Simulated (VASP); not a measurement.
Input of a VASP 6.6.1 run:

INCAR

```
SYSTEM = Ga
PREC = Accurate
ENCUT = 520
EDIFF = 1E-7
ISMEAR = -1
SIGMA = 0.05
LREAL = .False.
LASPH = .True.
NELM = 100
ALGO = Normal
ISIF = 2
LWAVE = .False.
LCHARG = .False.
GGA = PS
NBANDS = 12
```

KPOINTS

```
regular mesh
0
Gamma
  20 20 20
  0 0 0
```

POSCAR

```
Ga
1.0
   -1.3014053921      1.3014053921      1.3014053921
    1.3014053921     -1.3014053921      1.3014053921
    1.3014053921      1.3014053921     -1.3014053921
Ga
1
Direct
    0.0000000000      0.0000000000      0.0000000000
```

Potentials or basis: VASP PAW PBE potentials, release 64 (Ga_d).

Run with:

```sh
$ cat potpaw_PBE.64/Ga_d/POTCAR > POTCAR
$ mpirun -np 1 vasp_std > vasp.out
```

Task: Predict the pressure.

Result: 231.7 GPa.

Task: Predict the band gap on the k mesh.

Result: Zero (an odd number of electrons rules out a gap without spin polarisation).

Caveat: the cell stands under pressure; the PAW data sets were made with another functional, which shifts forces and pressure a little.
